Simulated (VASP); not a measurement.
# AlN (P6_3mc) in VASP: further runs

AlN is run at these levels: r2SCAN; tasks: relaxation of shape and atoms at fixed volume.

Program: VASP 6.6.1. These are calculated values, not measurements. Logs are shortened: lines on timing, memory, paths and dates and some standing lists are left out, and cuts for length are marked.

## (1) The cell of the first run

Symmetry: P6_3mc, No. 186, hexagonal system. The conventional cell has a = 3.065 Å, b = 3.065 Å, c = 4.912 Å, α = 90.00°, β = 90.00°, γ = 120.00°. Al (site symmetry 3m) has 4 N at 1.86 to 1.87 Å within 2.5 Å. N (site symmetry 3m) has 4 Al at 1.86 to 1.87 Å within 2.5 Å.

## (2) Relaxation of shape and atoms at fixed volume, r2SCAN (9.99 Å³/atom)

Input file POSCAR:

```
AlN
1.0
    3.0645176735      0.0000000000      0.0000000000
   -1.5322588368      2.6539501556      0.0000000000
    0.0000000000      0.0000000000      4.9119917342
Al N
2 2
Direct
    0.3333333333      0.6666666667     -0.0007776514
    0.6666666667      0.3333333333      0.4992223486
    0.3333333333      0.6666666667      0.3807776514
    0.6666666667      0.3333333333      0.8807776514
```

Input file INCAR.step1:

```
PREC = Accurate
ENCUT = 600
ISMEAR = 0
SIGMA = 0.05
LREAL = F
LASPH = T
NELM = 80
GGA = PE
ALGO = Normal
EDIFF = 1E-4
LWAVE = T
LCHARG = F
```

Input file INCAR.step2:

```
PREC = Accurate
ENCUT = 600
EDIFF = 1E-6
ISMEAR = 0
SIGMA = 0.05
LREAL = F
LASPH = T
NELM = 80
ALGO = Normal
ISIF = 4
LWAVE = F
LCHARG = F
METAGGA = R2SCAN
LMIXTAU = T
IBRION = 2
NSW = 60
EDIFFG = -0.01
ISTART = 1
```

Input file KPOINTS:

```
Automatic mesh
0
Gamma
  8 8 4
```

Potentials or basis: VASP PAW PBE potentials, release 64 (Al, N).

The run is started by

```bash
$ cat potpaw_PBE.64/Al/POTCAR potpaw_PBE.64/N/POTCAR > POTCAR
$ cp INCAR.step1 INCAR
$ mpirun -np 1 vasp_std > vasp.out
$ cp INCAR.step2 INCAR
$ mpirun -np 1 vasp_std > vasp.out
```

OUTCAR:

```text
PREC = Accurate
   ENCUT = 600
   EDIFF = 1E-6
   ISMEAR = 0
   LREAL = F
   LASPH = T
   NELM = 80
   ISIF = 4
   METAGGA = R2SCAN
   IBRION = 2
   NSW = 60
   EDIFFG = -0.01
   ISTART = 1

 ion  position               nearest neighbor table
   1  0.333  0.667  0.999-   4 1.86   4 1.86   4 1.86   3 1.87   2 3.03   2 3.03   2 3.03   2 3.03
                             2 3.03   2 3.03
   2  0.667  0.333  0.499-   3 1.86   3 1.86   3 1.86   4 1.87   1 3.03   1 3.03   1 3.03   1 3.03
                             1 3.03   1 3.03
   3  0.333  0.667  0.381-   2 1.86   2 1.86   2 1.86   1 1.87
   4  0.667  0.333  0.881-   1 1.86   1 1.86   1 1.86   2 1.87

  LATTYP: Found a hexagonal cell.
 ALAT       =     3.0645176735
 C/A-ratio  =     1.6028596528

  Lattice vectors:

 A1 = (   3.0645176735,   0.0000000000,   0.0000000000)
 A2 = (  -1.5322588368,   2.6539501556,   0.0000000000)
 A3 = (   0.0000000000,   0.0000000000,   4.9119917342)

Analysis of symmetry for initial positions (statically):
=====================================================================
 Subroutine PRICEL returns:
 Original cell was already a primitive cell.

 Routine SETGRP: Setting up the symmetry group for a
 hexagonal supercell.

 Subroutine GETGRP returns: Found 12 space group operations
 (whereof  6 operations were pure point group operations)
 out of a pool of 24 trial point group operations.

The static configuration has the point symmetry C_3v.
 The point group associated with its full space group is C_6v.

Analysis of symmetry for dynamics (positions and initial velocities):
=====================================================================
 Subroutine PRICEL returns:
 Original cell was already a primitive cell.

 Routine SETGRP: Setting up the symmetry group for a
 hexagonal supercell.

 Subroutine GETGRP returns: Found 12 space group operations
 (whereof  6 operations were pure point group operations)
 out of a pool of 24 trial point group operations.

The dynamic configuration has the point symmetry C_3v.
 The point group associated with its full space group is C_6v.

 Subroutine INISYM returns: Found 12 space group operations
 (whereof  6 operations are pure point group operations),
 and found     1 'primitive' translations

----------------------------------------------------------------------------------------

                                     Primitive cell

  volume of cell :      39.9496

  direct lattice vectors                    reciprocal lattice vectors
     3.064517674  0.000000000  0.000000000     0.326315625  0.188398414  0.000000000
    -1.532258837  2.653950156  0.000000000     0.000000000  0.376796828  0.000000000
     0.000000000  0.000000000  4.911991734     0.000000000  0.000000000  0.203583404

  length of vectors
     3.064517674  3.064517674  4.911991734     0.376796828  0.376796828  0.203583404

  position of ions in fractional coordinates (direct lattice)
     0.333333333  0.666666667  0.999222349
     0.666666667  0.333333333  0.499222349
     0.333333333  0.666666667  0.380777651
     0.666666667  0.333333333  0.880777651

  ion indices of the primitive-cell ions
   primitive index   ion index
                 1           1
                 2           2
                 3           3
                 4           4

----------------------------------------------------------------------------------------

 KPOINTS: Automatic mesh

Automatic generation of k-mesh.
 Grid dimensions read from file:
 generate k-points for:    8    8    4

 Generating k-lattice:

  Cartesian coordinates                     Fractional coordinates (reciprocal lattice)
     0.040789453  0.023549802  0.000000000     0.125000000  0.000000000  0.000000000
     0.000000000  0.047099603  0.000000000     0.000000000  0.125000000  0.000000000
     0.000000000  0.000000000  0.050895851     0.000000000  0.000000000  0.250000000

  Length of vectors
     0.047099603  0.047099603  0.050895851

  Shift w.r.t. Gamma in fractional coordinates (k-lattice)
     0.000000000  0.000000000  0.000000000

 Subroutine IBZKPT returns following result:
 ===========================================

 Found     30 irreducible k-points:

 Following reciprocal coordinates:
            Coordinates               Weight
  0.000000  0.000000  0.000000      1.000000
  0.125000  0.000000  0.000000      6.000000
  0.250000  0.000000  0.000000      6.000000
  0.375000  0.000000  0.000000      6.000000
  0.500000  0.000000  0.000000      3.000000
  0.125000  0.125000  0.000000      6.000000
[... 16 lines left out ...]
  0.250000  0.000000  0.500000      6.000000
  0.375000  0.000000  0.500000      6.000000
 [... further k-points ...]
   k-points           NKPTS =     30   k-points in BZ     NKDIM =     30   number of bands    NBANDS=     12
   number of dos      NEDOS =    301   number of ions     NIONS =      4
   total plane-waves  NPLWV =  23040
   dimension x,y,z NGX =    24 NGY =   24 NGZ =   40
[... 14 lines left out ...]
   EDIFF  = 0.1E-05   stopping-criterion for ELM
   LREAL  =      F    real-space projection
   EDIFFG = -.1E-01   stopping-criterion for IOM
   NSW    =     60    number of steps for IOM
   IBRION =      2    ionic relax: 0-MD 1-quasi-New 2-CG
   NFREE  =      1    steps in history (QN), initial steepest desc. (CG)
   ISIF   =      4    stress and relaxation
   ISYM   =      2    0-nonsym 1-usesym 2-fastsym
   POTIM  = 0.5000    time-step for ionic-motion
   TEBEG  =    0.0;   TEEND  =   0.0 temperature during run
   PSTRESS=    0.0 pullay stress
   NELECT =      16.0000    total number of electrons
   NUPDOWN=      -1.0000    fix difference up-down
   EMIN   =  10.00;   EMAX   =-10.00  energy-range for DOS
   EFERMI =   0.00;   METHOD = LEGACY
   ISMEAR =     0;   SIGMA  =   0.05  broadening in eV -4-tet -1-fermi 0-gaus
   EFERMI_NEDOS =   21; number of points for ismear=-14 and -15
   IALGO  =     38    algorithm
   IMIX   =      4    mixing-type and parameters
     AMIX     =   0.40;   BMIX     =  1.00
     AMIX_MAG =   1.60;   BMIX_MAG =  1.00
  volume/ion in A,a.u.               =       9.99        67.40
  Fermi-wavevector in a.u.,A,eV,Ry     =   1.206732  2.280392 19.812816  1.456201
  Thomas-Fermi vector in A             =   2.342390
   LORBIT       =      0    0 simple, 1 ext, 2 COOP (PROOUT), +10 PAW based schemes
   METAGGA = R2SCAN    functional components
   LHFCALC =     F    Hartree Fock is set to
   AEXX    =    0.0000 exact exchange contribution
   IVDW    =     0    specifies the selected vdW correction
   LEPSILON=     F    determine dielectric tensor
   LRPA    =     F    only Hartree local field effects (RPA)
 conjugate gradient relaxation of ions
 non-spin polarized calculation
 Gauss-broadening in eV      SIGMA  =   0.05
  energy-cutoff  :      600.00
  volume of cell :       39.95
 maximum number of plane-waves:      1348
   NGX = 13   NGY = 13   NGZ = 19

--------------------------------------- Ionic step        1  -------------------------------------------

 number of electron      15.9999996 magnetization

 Free energy of the ion-electron system (eV)
  ---------------------------------------------------
  ext. energy  EPLUGINS =         0.00000000
  ---------------------------------------------------
  free energy    TOTEN  =       -38.41084741 eV

  energy without entropy =      -38.41084741  energy(sigma->0) =      -38.41084741

------------------------ aborting loop because EDIFF is reached ----------------------------------------

  FORCE on cell =-STRESS in cart. coord.  units (eV):
  Direction    XX          YY          ZZ          XY          YZ          ZX
  --------------------------------------------------------------------------------------
  -------------------------------------------------------------------------------------
  Total        2.3108549      2.3108549      2.1354213     -0.0000000     -0.0000000      0.0000000
  in kB       92.6767373     92.6767373     85.6409829     -0.0000000     -0.0000000      0.0000000
  external PRESSURE =      90.3314859 kB  Pullay stress =       0.0000000 kB
[... 137 lines left out ...]
  energy  without entropy=      -38.4110989857  energy(sigma->0) =      -38.41109899

--------------------------------------- Ionic step        5  -------------------------------------------

 number of electron      15.9999997 magnetization

 Free energy of the ion-electron system (eV)
  ---------------------------------------------------
  ext. energy  EPLUGINS =         0.00000000
  ---------------------------------------------------
  free energy    TOTEN  =       -38.41112747 eV

  energy without entropy =      -38.41112747  energy(sigma->0) =      -38.41112747

 E-fermi :   6.5651     XC(G=0): -11.6037

 val. band max:        6.3368016971   @ k =   0.0000   0.0000   0.0000
 cond. band min:      11.6204510740   @ k =   0.0000   0.0000   0.0000
 fundamental gap:      5.2836493769
 Fermi energy:         6.5650541169

 k-point     1 :       0.0000    0.0000    0.0000
  band No.  band energies     occupation
      1      -9.9190      2.00000
      2      -7.6570      2.00000
      3       0.0661      2.00000
      4       5.3934      2.00000
      5       5.3934      2.00000
      6       6.0707      2.00000
      7       6.0707      2.00000
      8       6.3368      2.00000
      9      11.6205      0.00000
     10      14.2086      0.00000
     11      18.3085      0.00000
     12      18.6382      0.00000
[... 331 lines left out ...]
 k-point    24 :       0.3750    0.0000    0.5000
  band No.  band energies     occupation
      1      -7.7449      2.00000
      2      -7.7449      2.00000
      3       1.0172      2.00000
      4       1.0172      2.00000
      5       4.7658      2.00000
      6       4.7658      2.00000
      7       4.8921      2.00000
      8       4.8921      2.00000
      9      12.8553      0.00000
     10      12.8553      0.00000
     11      16.9834      0.00000
     12      16.9834      0.00000

 [... further k-points ...]

------------------------ aborting loop because EDIFF is reached ----------------------------------------

  FORCE on cell =-STRESS in cart. coord.  units (eV):
  Direction    XX          YY          ZZ          XY          YZ          ZX
  --------------------------------------------------------------------------------------
  -------------------------------------------------------------------------------------
  Total        2.2478033      2.2478033      2.2226928     -0.0000000      0.0000000      0.0000000
  in kB       90.1480580     90.1480580     89.1410027     -0.0000000      0.0000000      0.0000000
  external PRESSURE =      89.8123729 kB  Pullay stress =       0.0000000 kB
[... 19 lines left out ...]
  FREE ENERGIE OF THE ION-ELECTRON SYSTEM (eV)
  ---------------------------------------------------
  free  energy   TOTEN  =       -38.4111274692 eV

  energy  without entropy=      -38.4111274692  energy(sigma->0) =      -38.41112747

 reached required accuracy - stopping structural energy minimisation
```

Run time: 3.3 min. Hardware: 1 thread of Intel Xeon 8259CL, shared host; peak memory 0.17 GiB.

What came out:

```
Free energy               : -38.4111 eV
Energy gained by relaxing : 0.1 meV/atom
Ionic steps               : 5
Pressure after relaxing   : 9.0 GPa
Band gap on the k mesh    : 5.28 eV
```

Stress tensor (GPa, compression positive):
```
9.01 0.00 0.00
0.00 9.01 0.00
0.00 0.00 8.91
```

The path:
| step | energy change (eV) | largest force (eV/Å) | pressure (GPa) | volume (Å³) |
| --- | --- | --- | --- | --- |
| 1 | 0.0000 | 0.0201 | 9.03 | 39.95 |
| 2 | -0.0002 | 0.0221 | 9.00 | 39.95 |
| 3 | -0.0002 | 0.0230 | 8.99 | 39.95 |
| 4 | -0.0003 | 0.0201 | 8.98 | 39.95 |
| 5 | -0.0003 | 0.0016 | 8.98 | 39.95 |

Final structure:
```
CELL_PARAMETERS angstrom
3.06747 0.00000 0.00000
-1.53373 2.65650 0.00000
0.00000 0.00000 4.90255
ATOMIC_POSITIONS crystal
Al 0.33333 0.66667 0.99879
Al 0.66667 0.33333 0.49879
N 0.33333 0.66667 0.38121
N 0.66667 0.33333 0.88121
```

Levels at points of the mesh, in eV from the valence-band top:
```tsv
k point	band 6	band 7	band 8	band 9	band 10	band 11
(0.00, 0.00, 0.00)	-0.27	-0.27	0.00	5.28	7.87	11.97
(0.50, 0.00, 0.00)	-2.23	-1.84	-0.74	6.55	6.68	9.40
(0.00, 0.00, 0.50)	-0.61	-0.61	-0.61	7.61	7.61	11.66
(0.50, 0.00, 0.50)	-1.57	-1.44	-1.44	6.14	6.14	10.39
```

Caveat: the PAW data sets were made with another functional, which shifts forces and pressure a little. r2SCAN opens gaps a little over a GGA but as a rule still falls short of measured ones.

## (3) Relaxation of shape and atoms at fixed volume, r2SCAN (10.40 Å³/atom)

This run uses another cell than the first one, of 10.40 Å³/atom.

Input file POSCAR:

```
AlN
1.0
    3.1055807439      0.0000000000      0.0000000000
   -1.5527903720      2.6895118177      0.0000000000
    0.0000000000      0.0000000000      4.9822441341
Al N
2 2
Direct
    0.3333333333      0.6666666667     -0.0006886309
    0.6666666667      0.3333333333      0.4993113691
    0.3333333333      0.6666666667      0.3806886309
    0.6666666667      0.3333333333      0.8806886309
```

Input file INCAR.step1:

```
ALGO = Normal ; EDIFF = 1E-4
ENCUT = 600 ; GGA = PE
ISMEAR = 0 ; LASPH = T
LCHARG = F ; LREAL = F
LWAVE = T ; NELM = 80
PREC = Accurate ; SIGMA = 0.05
```

Input file INCAR.step2:

```
ALGO = Normal ; EDIFF = 1E-6
EDIFFG = -0.01 ; ENCUT = 600
IBRION = 2 ; ISIF = 4
ISMEAR = 0 ; ISTART = 1
LASPH = T ; LCHARG = F
LMIXTAU = T ; LREAL = F
LWAVE = F ; METAGGA = R2SCAN
NELM = 80 ; NSW = 60
PREC = Accurate ; SIGMA = 0.05
```

Input file KPOINTS:

```
k-points
0
Gamma
  8 8 4
```

Potentials or basis: VASP PAW PBE potentials, release 64 (Al, N).

The run is started by

```bash
$ cat potpaw_PBE.64/Al/POTCAR potpaw_PBE.64/N/POTCAR > POTCAR
$ cp INCAR.step1 INCAR
$ mpirun -np 1 vasp_std > vasp.out
$ cp INCAR.step2 INCAR
$ mpirun -np 1 vasp_std > vasp.out
```

Run time: 3.2 min. Hardware: 1 thread of Intel Xeon 8259CL, shared host; peak memory 0.18 GiB.

It converged, with:

```
Free energy                  : -38.4558 eV
Energy gained by relaxing    : 0.0 meV/atom
Ionic steps                  : 2
Pressure after relaxing      : -0.3 GPa
Largest force after relaxing : 0.010 eV/Å
Band gap on the k mesh       : 4.92 eV
```

Forces on the atoms (eV/Å):
```
Al   0.000  0.000 -0.010
Al   0.000  0.000 -0.010
N    0.000  0.000  0.010
N    0.000  0.000  0.010
```

Final structure:
```cif
data_structure
_symmetry_space_group_name_H-M 'P 1'
_symmetry_Int_Tables_number 1
_cell_length_a 3.1065
_cell_length_b 3.1065
_cell_length_c 4.9792
_cell_angle_alpha 90.000
_cell_angle_beta 90.000
_cell_angle_gamma 120.000
_cell_volume 41.61
loop_
_atom_site_label
_atom_site_type_symbol
_atom_site_fract_x
_atom_site_fract_y
_atom_site_fract_z
_atom_site_occupancy
Al1 Al 0.33333 0.66667 0.99927 1
Al2 Al 0.66667 0.33333 0.49927 1
N1 N 0.33333 0.66667 0.38073 1
N2 N 0.66667 0.33333 0.88073 1
```

Levels at points of the mesh, in eV from the valence-band top:
```csv
k point,band 6,band 7,band 8,band 9,band 10,band 11
"(0.00, 0.00, 0.00)",-0.22,-0.22,0.00,4.92,7.54,11.61
"(0.50, 0.00, 0.00)",-2.13,-1.77,-0.70,6.45,6.57,9.06
"(0.00, 0.00, 0.50)",-0.56,-0.56,-0.56,7.26,7.26,11.32
"(0.50, 0.00, 0.50)",-1.49,-1.39,-1.39,6.00,6.00,10.15
```

Caveat: the PAW data sets were made with another functional, which shifts forces and pressure a little. r2SCAN opens gaps a little over a GGA but as a rule still falls short of measured ones.

## (4) Relaxation of shape and atoms at fixed volume, r2SCAN (10.82 Å³/atom)

This run uses another cell than the first one, of 10.82 Å³/atom.

Input file POSCAR:

```
AlN
1.0
    3.1473823069      0.0000000000      0.0000000000
   -1.5736911535      2.7257130332      0.0000000000
    0.0000000000      0.0000000000      5.0448121117
Al N
2 2
Direct
    0.3333333333      0.6666666667     -0.0007776514
    0.6666666667      0.3333333333      0.4992223486
    0.3333333333      0.6666666667      0.3807776514
    0.6666666667      0.3333333333      0.8807776514
```

Input file INCAR.step1:

```
PREC = Accurate
ENCUT = 600
ISMEAR = 0
SIGMA = 0.05
LREAL = F
LASPH = T
NELM = 60
GGA = PE
ALGO = Normal
EDIFF = 1E-4
LWAVE = T
LCHARG = F
```

Input file INCAR.step2:

```
PREC = Accurate
ENCUT = 600
EDIFF = 1E-6
ISMEAR = 0
SIGMA = 0.05
LREAL = F
LASPH = T
NELM = 60
ALGO = Normal
ISIF = 4
LWAVE = F
LCHARG = F
METAGGA = R2SCAN
LMIXTAU = T
IBRION = 2
NSW = 60
EDIFFG = -0.01
ISTART = 1
```

Input file KPOINTS:

```
regular mesh
0
Gamma
  8 8 4
```

The run is started by

```bash
$ cat potpaw_PBE.64/Al/POTCAR potpaw_PBE.64/N/POTCAR > POTCAR
$ cp INCAR.step1 INCAR
$ mpirun -np 1 vasp_std > vasp.out
$ cp INCAR.step2 INCAR
$ mpirun -np 1 vasp_std > vasp.out
```

It took 7.3 min on 1 thread of Intel Xeon 8259CL, shared host; peak memory 0.19 GiB.

It converged, with:

```
Free energy                  : -38.4122 eV
Energy gained by relaxing    : 0.0 meV/atom
Ionic steps                  : 8
Pressure after relaxing      : -8.0 GPa
Largest force after relaxing : 0.007 eV/Å
Band gap on the k mesh       : 4.58 eV
```

Forces on the atoms (eV/Å):
```
Al   0.000  0.000 -0.007
Al   0.000  0.000 -0.007
N    0.000  0.000  0.007
N    0.000  0.000  0.007
```

The path:
```
step  energy change (eV)  largest force (eV/Å)  pressure (GPa)  volume (Å³)
   1              0.0000                0.0124           -8.00        43.28
   2             -0.0001                0.0135           -7.99        43.28
   3             -0.0001                0.0140           -7.98        43.28
   4             -0.0001                0.0142           -7.97        43.28
   5             -0.0001                0.0138           -7.98        43.28
   6             -0.0001                0.0138           -7.98        43.28
   7             -0.0001                0.0138           -7.98        43.28
   8             -0.0001                0.0068           -7.98        43.28
```

Final structure:
```cif
data_structure
_symmetry_space_group_name_H-M 'P 1'
_symmetry_Int_Tables_number 1
_cell_length_a 3.1451
_cell_length_b 3.1451
_cell_length_c 5.0521
_cell_angle_alpha 90.000
_cell_angle_beta 90.000
_cell_angle_gamma 120.000
_cell_volume 43.28
loop_
_atom_site_label
_atom_site_type_symbol
_atom_site_fract_x
_atom_site_fract_y
_atom_site_fract_z
_atom_site_occupancy
Al1 Al 0.33333 0.66667 0.99955 1
Al2 Al 0.66667 0.33333 0.49955 1
N1 N 0.33333 0.66667 0.38045 1
N2 N 0.66667 0.33333 0.88045 1
```

Levels at points of the mesh, in eV from the valence-band top:
```
           k point  band 5  band 6  band 7  band 8  band 9  band 10  band 11  band 12
(0.00, 0.00, 0.00)   -0.83   -0.19   -0.19    0.00    4.58     7.22    11.28    11.79
(0.50, 0.00, 0.00)   -3.28   -2.05   -1.70   -0.67    6.35     6.44     8.72    10.98
(0.00, 0.00, 0.50)   -0.52   -0.52   -0.52   -0.52    6.92     6.92    10.98    10.98
(0.50, 0.00, 0.50)   -1.43   -1.43   -1.35   -1.35    5.86     5.86     9.91     9.91
```

Caveat: the PAW data sets were made with another functional, which shifts forces and pressure a little.

## (5) The runs side by side

| cell | gap on the mesh (eV) | pressure (GPa) | largest force (eV/Å) |
| --- | --- | --- | --- |
| relaxed from a = 3.065, b = 3.065, c = 4.912 Å, angles 90.0, 90.0, 120.0°, 4 atoms | 5.28 | 9.0 | - |
| relaxed from a = 3.106, b = 3.106, c = 4.982 Å, angles 90.0, 90.0, 120.0°, 4 atoms | 4.92 | -0.3 | 0.01 |
| relaxed from a = 3.147, b = 3.147, c = 5.045 Å, angles 90.0, 90.0, 120.0°, 4 atoms | 4.58 | -8.0 | 0.01 |

Alike in all rows: task relaxation of shape and atoms at fixed volume; level r2SCAN; potentials or basis VASP PAW PBE potentials, release 64 (Al, N); no spin polarisation; k mesh 8 × 8 × 4; cutoff (eV) 600; smearing gaussian 0.05 eV.

Caveats: the PAW data sets were made with another functional, which shifts forces and pressure a little.

Total energies depend on the potentials used, so only differences within one code and one set of settings carry meaning.
